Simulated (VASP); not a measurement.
# V (Im-3m) in VASP: a series of runs, part 2 of 2

VASP 6.6.1. Earlier steps stand in the parts before.

### 4 Single point, PBEsol, collinear spin, ferromagnetic start (volume scaled by 0.98)

Input file INCAR:

```
SYSTEM = V
ALGO     = Normal         ! electronic algorithm
EDIFF    = 1E-6           ! SCF threshold, eV
ENCUT    = 520            ! plane-wave cutoff, eV
GGA      = PS             ! functional
ISIF     = 2              ! what is computed and relaxed
ISMEAR   = -1             ! smearing method
ISPIN    = 2              ! spin polarisation
LASPH    = .TRUE.         ! aspherical terms in the spheres
LCHARG   = .TRUE.         ! write CHGCAR
LELF     = .TRUE.         ! ELF
LMAXMIX  = 4              ! l up to which the mixer works
LORBIT   = 11             ! projections on sites
LREAL    = .FALSE.        ! projectors in reciprocal space
LVHAR    = .TRUE.       
LWAVE    = .FALSE.        ! write WAVECAR
MAGMOM   = 2              ! initial moments
NBANDS   = 16             ! bands
NELM     = 150            ! most SCF steps
PREC     = Accurate       ! precision mode
SIGMA    = 0.05           ! smearing width, eV
```

Input file KPOINTS:

```
k-points
0
G
  12 12 12
  0 0 0
```

Input file POSCAR:

```
V
1.0
   -1.5041862709      1.5041862709      1.5041862709
    1.5041862709     -1.5041862709      1.5041862709
    1.5041862709      1.5041862709     -1.5041862709
V
1
Direct
    0.0000000000      0.0000000000      0.0000000000
```

Potentials or basis: VASP PAW PBE potentials, release 64 (V_sv).

Started as:

```console
cat potpaw_PBE.64/V_sv/POTCAR > POTCAR
mpirun -np 1 vasp_std > vasp.out
```

OUTCAR:

```text
SYSTEM = V
   EDIFF = 1E-6
   ENCUT = 520
   GGA = PS
   ISIF = 2
   ISMEAR = -1
   ISPIN = 2
   LASPH = .TRUE.
   LORBIT = 11
   LREAL = .FALSE.
   NELM = 150
   PREC = Accurate

 ion  position               nearest neighbor table
   1  0.000  0.000  0.000-

  LATTYP: Found a body centered cubic cell.
 ALAT       =     3.0083725418

  Lattice vectors:

 A1 = (  -1.5041862709,   1.5041862709,   1.5041862709)
 A2 = (   1.5041862709,  -1.5041862709,   1.5041862709)
 A3 = (   1.5041862709,   1.5041862709,  -1.5041862709)

Analysis of symmetry for initial positions (statically):
=====================================================================
 Subroutine PRICEL returns:
 Original cell was already a primitive cell.

 Routine SETGRP: Setting up the symmetry group for a
 body centered cubic supercell.

 Subroutine GETGRP returns: Found 48 space group operations
 (whereof 48 operations were pure point group operations)
 out of a pool of 48 trial point group operations.

The static configuration has the point symmetry O_h .

Analysis of symmetry for dynamics (positions and initial velocities):
[... 181 lines left out ...]
      1     -54.0530      1.00000
      2     -27.4712      1.00000
      3     -27.4712      1.00000
      4     -27.4712      1.00000
      5       2.8559      1.00000
      6       9.8440      0.00022
[... 435 lines left out ...]
      5       6.7305      1.00000
      6       8.2323      1.00000
[... 8 lines left out ...]
     15      38.5637      0.00000
     16      38.8700      0.00000

 [... further k-points ...]

 spin component 2

 k-point     1 :       0.0000    0.0000    0.0000
  band No.  band energies     occupation
      1     -54.0529      1.00000
      2     -27.4711      1.00000
      3     -27.4711      1.00000
      4     -27.4711      1.00000
      5       2.8560      1.00000
      6       9.8441      0.00022
[... 435 lines left out ...]
      5       6.7306      1.00000
      6       8.2324      1.00000
[... 8 lines left out ...]
     15      38.5638      0.00000
     16      38.8701      0.00000

 [... further k-points ...]
[... 5 lines left out ...]
  --------------------------------------------------------------------------------------
  -------------------------------------------------------------------------------------
  Total       -0.7416319     -0.7416319     -0.7416319      0.0000000      0.0000000      0.0000000
  in kB      -87.2839016    -87.2839016    -87.2839016      0.0000000      0.0000000      0.0000000
  external PRESSURE =     -87.2839016 kB  Pullay stress =       0.0000000 kB

 VOLUME and BASIS-vectors are now :
 -----------------------------------------------------------------------------
  energy-cutoff  :      520.00
  volume of cell :       13.61
      direct lattice vectors                 reciprocal lattice vectors
    -1.504186271  1.504186271  1.504186271     0.000000000  0.332405640  0.332405640
     1.504186271 -1.504186271  1.504186271     0.332405640  0.000000000  0.332405640
     1.504186271  1.504186271 -1.504186271     0.332405640  0.332405640  0.000000000

 POSITION                                       TOTAL-FORCE (eV/Angst)
 -----------------------------------------------------------------------------------
      0.00000      0.00000      0.00000         0.000000     -0.000000      0.000000
 -----------------------------------------------------------------------------------
    total drift:                                0.000000     -0.000000      0.000000

  FREE ENERGIE OF THE ION-ELECTRON SYSTEM (eV)
  ---------------------------------------------------
  free  energy   TOTEN  =        -9.6182660946 eV

  energy  without entropy=       -9.6003623721  energy(sigma->0) =       -9.60931423

 total charge

# of ion       s       p       d       tot
------------------------------------------
    1        2.340   6.220   3.080  11.639

 magnetization (x)

# of ion       s       p       d       tot
------------------------------------------
    1        0.000   0.000   0.000   0.000
```

OSZICAR:

```text
N       E                     dE             d eps       ncg     rms          rms(c)
DAV:   1     0.914636477532E+02    0.91464E+02   -0.63493E+03  4632   0.884E+02
DAV:   2    -0.915657654522E+01   -0.10062E+03   -0.96739E+02  5096   0.270E+02
DAV:   3    -0.106376364348E+02   -0.14811E+01   -0.14793E+01  5320   0.358E+01
DAV:   4    -0.106433231827E+02   -0.56867E-02   -0.56867E-02  5440   0.233E+00
DAV:   5    -0.106433719262E+02   -0.48743E-04   -0.48743E-04  5328   0.201E-01    0.206E+01
DAV:   6    -0.960105170403E+01    0.10423E+01   -0.18628E+00  4736   0.225E+01    0.271E+00
DAV:   7    -0.961728541281E+01   -0.16234E-01   -0.11728E-01  5064   0.328E+00    0.199E+00
DAV:   8    -0.962135434135E+01   -0.40689E-02   -0.71356E-03  4944   0.978E-01    0.833E-01
DAV:   9    -0.961807364210E+01    0.32807E-02   -0.14722E-03  5280   0.460E-01    0.225E-01
DAV:  10    -0.961818654510E+01   -0.11290E-03   -0.83920E-04  5040   0.268E-01    0.568E-02
DAV:  11    -0.961823405825E+01   -0.47513E-04   -0.45429E-05  5280   0.629E-02    0.284E-02
DAV:  12    -0.961825619175E+01   -0.22133E-04   -0.53706E-06  5008   0.204E-02    0.165E-02
DAV:  13    -0.961826082809E+01   -0.46363E-05   -0.65382E-07  3088   0.590E-03    0.117E-02
DAV:  14    -0.961826466574E+01   -0.38377E-05   -0.16527E-06  3776   0.741E-03    0.584E-03
DAV:  15    -0.961826602926E+01   -0.13635E-05   -0.12911E-06  2832   0.698E-03    0.957E-04
DAV:  16    -0.961826609460E+01   -0.65336E-07   -0.42772E-08  2328   0.220E-03
   1 F= -.96182661E+01 E0= -.96093142E+01  d E =-.179037E-01  mag=     0.0000
```

stdout:

```text
POSCAR found type information on POSCAR V
 POSCAR found :  1 types and       1 ions
 scaLAPACK will be used
 -----------------------------------------------------------------------------
|                                                                             |
|                                                                             |
|     You enforced a specific xc type in the INCAR file but a different       |
|     I HOPE YOU KNOW WHAT YOU ARE DOING!                                     |
|                                                                             |
 -----------------------------------------------------------------------------

 LDA part: xc-table for (Slater+PW92), standard interpolation
 POSCAR, INCAR and KPOINTS ok, starting setup
 FFT: planning ... GRIDC
 FFT: planning ... GRID_SOFT
 FFT: planning ... GRID
 WAVECAR not read
 entering main loop
```

It took 16 s on 1 thread of Intel Xeon 6975P-C (Granite Rapids), shared host; peak memory 0.14 GiB.

Results:

```yaml
Free_energy: -9.6183 eV
Pressure: -8.7 GPa
Net_moment: 0.00 μB per cell
Valence_electrons_inside_the_program's_atomic_spheres: V 11.64
```

Caveat: the PAW data sets were made with another functional, which shifts forces and pressure a little.

### 5 Single point, PBEsol, collinear spin, ferromagnetic start (volume scaled by 1.06)

Input file INCAR:

```
PREC = Accurate ; ENCUT = 520
EDIFF = 1E-6 ; ISMEAR = -1
SIGMA = 0.05 ; LREAL = F
LASPH = T ; NELM = 150
ALGO = Normal ; ISIF = 2
LWAVE = F ; LCHARG = F
ISPIN = 2 ; MAGMOM = 2
LORBIT = 11 ; LMAXMIX = 4
GGA = PS ; NBANDS = 16
```

Input file KPOINTS:

```
Automatic mesh
0
Gamma
  12 12 12
```

Input file POSCAR:

```
V
1.0
   -1.5440506776      1.5440506776      1.5440506776
    1.5440506776     -1.5440506776      1.5440506776
    1.5440506776      1.5440506776     -1.5440506776
V
1
Direct
    0.0000000000      0.0000000000      0.0000000000
```

Potentials or basis: VASP PAW PBE potentials, release 64 (V_sv).

Started as:

```console
cat potpaw_PBE.64/V_sv/POTCAR > POTCAR
mpirun -np 1 vasp_std > vasp.out
```

OUTCAR:

```text
PREC = Accurate
   ENCUT = 520
   EDIFF = 1E-6
   ISMEAR = -1
   LREAL = F
   LASPH = T
   NELM = 150
   ISIF = 2
   ISPIN = 2
   LORBIT = 11
   GGA = PS

 ion  position               nearest neighbor table
   1  0.000  0.000  0.000-

  LATTYP: Found a body centered cubic cell.
 ALAT       =     3.0881013552

  Lattice vectors:

 A1 = (  -1.5440506776,   1.5440506776,   1.5440506776)
 A2 = (   1.5440506776,  -1.5440506776,   1.5440506776)
 A3 = (   1.5440506776,   1.5440506776,  -1.5440506776)

Analysis of symmetry for initial positions (statically):
=====================================================================
 Subroutine PRICEL returns:
 Original cell was already a primitive cell.

 Routine SETGRP: Setting up the symmetry group for a
 body centered cubic supercell.

 Subroutine GETGRP returns: Found 48 space group operations
 (whereof 48 operations were pure point group operations)
 out of a pool of 48 trial point group operations.

The static configuration has the point symmetry O_h .

Analysis of symmetry for dynamics (positions and initial velocities):
=====================================================================
 Subroutine PRICEL returns:
 Original cell was already a primitive cell.

 Routine SETGRP: Setting up the symmetry group for a
[... 627 lines left out ...]
     15      35.9939      0.00000
     16      36.7887      0.00000

 [... further k-points ...]

 spin component 2

 k-point     1 :       0.0000    0.0000    0.0000
  band No.  band energies     occupation
      1     -55.0890      1.00000
      2     -28.6162      1.00000
      3     -28.6162      1.00000
      4     -28.6162      1.00000
      5       2.1114      1.00000
      6       8.8890      0.00039
[... 435 lines left out ...]
      5       6.0106      1.00000
      6       7.4378      1.00000
[... 8 lines left out ...]
     15      35.9940      0.00000
     16      36.7888      0.00000

 [... further k-points ...]
[... 5 lines left out ...]
  --------------------------------------------------------------------------------------
  -------------------------------------------------------------------------------------
  Total       -1.7932625     -1.7932625     -1.7932625     -0.0000000      0.0000000      0.0000000
  in kB     -195.1236003   -195.1236003   -195.1236003     -0.0000000      0.0000000      0.0000000
  external PRESSURE =    -195.1236003 kB  Pullay stress =       0.0000000 kB

 VOLUME and BASIS-vectors are now :
 -----------------------------------------------------------------------------
  energy-cutoff  :      520.00
  volume of cell :       14.72
      direct lattice vectors                 reciprocal lattice vectors
    -1.544050678  1.544050678  1.544050678     0.000000000  0.323823568  0.323823568
     1.544050678 -1.544050678  1.544050678     0.323823568  0.000000000  0.323823568
     1.544050678  1.544050678 -1.544050678     0.323823568  0.323823568  0.000000000

 POSITION                                       TOTAL-FORCE (eV/Angst)
 -----------------------------------------------------------------------------------
      0.00000      0.00000      0.00000         0.000000      0.000000     -0.000000
 -----------------------------------------------------------------------------------
    total drift:                                0.000000     -0.000000      0.000000

  FREE ENERGIE OF THE ION-ELECTRON SYSTEM (eV)
  ---------------------------------------------------
  free  energy   TOTEN  =        -9.5180822599 eV

  energy  without entropy=       -9.4992970015  energy(sigma->0) =       -9.50868963

 total charge

# of ion       s       p       d       tot
------------------------------------------
    1        2.318   6.195   3.001  11.515

 magnetization (x)

# of ion       s       p       d       tot
------------------------------------------
    1        0.000   0.000   0.000   0.000
```

stdout:

```text
POSCAR found type information on POSCAR V
 POSCAR found :  1 types and       1 ions
 scaLAPACK will be used
 -----------------------------------------------------------------------------
|                                                                             |
|                                                                             |
|     You enforced a specific xc type in the INCAR file but a different       |
|     I HOPE YOU KNOW WHAT YOU ARE DOING!                                     |
|                                                                             |
 -----------------------------------------------------------------------------

 LDA part: xc-table for (Slater+PW92), standard interpolation
 POSCAR, INCAR and KPOINTS ok, starting setup
 FFT: planning ... GRIDC
 FFT: planning ... GRID_SOFT
 FFT: planning ... GRID
 WAVECAR not read
 entering main loop
```

Run time: 15 s. Hardware: 1 thread of Intel Xeon 6975P-C (Granite Rapids), shared host; peak memory 0.15 GiB.

What came out:

| Property | Result |
| --- | --- |
| Free energy | -9.5181 eV |
| Pressure | -19.5 GPa |
| Net moment | 0.00 μB per cell |
| Valence electrons inside the program's atomic spheres | V 11.52 |

Levels at points of the mesh, in eV from the Fermi level:
Spin up:
```tsv
k point	band 3	band 4	band 5	band 6	band 7	band 8	band 9	band 10
(0.00, 0.00, 0.00)	-37.11	-37.11	-6.39	0.39	0.39	0.39	2.18	2.18
(0.50, 0.00, 0.00)	-37.33	-37.12	-2.89	-0.97	1.37	2.17	2.48	3.68
(0.50, 0.50, 0.50)	-37.59	-37.59	-2.62	-2.62	3.34	3.34	3.34	9.38
```
Spin down:
| k point | band 3 | band 4 | band 5 | band 6 | band 7 | band 8 | band 9 | band 10 |
| --- | --- | --- | --- | --- | --- | --- | --- | --- |
| (0.00, 0.00, 0.00) | -37.11 | -37.11 | -6.39 | 0.39 | 0.39 | 0.39 | 2.18 | 2.18 |
| (0.50, 0.00, 0.00) | -37.33 | -37.12 | -2.89 | -0.97 | 1.37 | 2.17 | 2.48 | 3.68 |
| (0.50, 0.50, 0.50) | -37.59 | -37.59 | -2.62 | -2.62 | 3.34 | 3.34 | 3.34 | 9.38 |

Caveat: the PAW data sets were made with another functional, which shifts forces and pressure a little.

### 6 Single point, PBE, collinear spin, ferromagnetic start

Input file INCAR:

```
SYSTEM = V
PREC = Accurate
ENCUT = 520
EDIFF = 1E-6
ISMEAR = 0
SIGMA = 0.02
LREAL = .FALSE.
LASPH = .TRUE.
NELM = 150
ALGO = Normal
ISIF = 2
LWAVE = .FALSE.
LCHARG = .FALSE.
ISPIN = 2
MAGMOM = 2
LORBIT = 11
LMAXMIX = 4
GGA = PE
NBANDS = 16
```

Input file KPOINTS:

```
regular mesh
0
G
  12 12 12
  0 0 0
```

Input file POSCAR:

```
V
1.0
    2.6229311400      0.0000000000      0.0000000000
   -0.8743103798      2.4729231943      0.0000000000
   -0.8743103798     -1.2364615967      2.1416143081
V
1
Direct
    0.0000000000      0.0000000000      0.0000000000
```

Potentials or basis: VASP PAW PBE potentials, release 64 (V_sv).

Started as:

```console
cat potpaw_PBE.64/V_sv/POTCAR > POTCAR
mpirun -np 1 vasp_std > vasp.out
```

It took 24 s on 1 thread of Intel Xeon Platinum 8259CL at 2.50GHz (Skylake/Cascade Lake), shared host; peak memory 0.14 GiB.

It converged, with:

- Free energy: -8.9783 eV
- Pressure: -5.2 GPa
- Net moment: 0.12 μB per cell
- Site moments: V +0.11 μB
- Valence electrons inside the program's atomic spheres: V 11.60

Levels at points of the mesh, in eV from the Fermi level:
Spin up:
```
           k point  band 4  band 5  band 6  band 7  band 8  band 9
(0.00, 0.00, 0.00)  -37.12   -6.51    0.38    0.38    0.38    2.34
(0.50, 0.00, 0.00)  -37.13   -3.07   -1.09    1.54    2.32    2.67
(0.50, 0.50, 0.50)  -37.68   -2.85   -2.85    3.55    3.55    3.55
```
Spin down:
| k point | band 2 | band 3 | band 4 | band 5 | band 6 | band 7 | band 8 | band 9 | band 10 | band 11 |
| --- | --- | --- | --- | --- | --- | --- | --- | --- | --- | --- |
| (0.00, 0.00, 0.00) | -37.03 | -37.03 | -37.03 | -6.45 | 0.50 | 0.50 | 0.50 | 2.40 | 2.40 | 20.31 |
| (0.50, 0.00, 0.00) | -37.84 | -37.28 | -37.03 | -2.99 | -0.98 | 1.60 | 2.40 | 2.74 | 4.04 | 9.87 |
| (0.50, 0.50, 0.50) | -37.59 | -37.59 | -37.59 | -2.79 | -2.79 | 3.66 | 3.66 | 3.66 | 10.00 | 10.00 |

### 7 Summary

| level | cell | smearing | gap on the mesh (eV) | pressure (GPa) | moment (μB) |
| --- | --- | --- | --- | --- | --- |
| PBEsol | a = 2.623 Å, angles 109.5°, 1 atom | fermi-dirac 0.05 eV | none | -11.9 | 0.00 |
| PBEsol | a = 2.569 Å, angles 109.5°, 1 atom | fermi-dirac 0.05 eV | none | -1.5 | 0.00 |
| PBEsol | a = 2.605 Å, angles 109.5°, 1 atom | fermi-dirac 0.05 eV | none | -8.7 | 0.00 |
| PBEsol | a = 2.674 Å, angles 109.5°, 1 atom | fermi-dirac 0.05 eV | none | -19.5 | 0.00 |
| PBE | a = 2.623 Å, angles 109.5°, 1 atom | gaussian 0.02 eV | none | -5.2 | 0.12 |

Alike in all rows: task single point; potentials or basis VASP PAW PBE potentials, release 64 (V_sv); spin collinear, ferromagnetic start; k mesh 12 × 12 × 12; cutoff (eV) 520.

Caveats: the PAW data sets were made with another functional, which shifts forces and pressure a little (some runs).

Absolute energies hang on the potentials; compare differences alone.
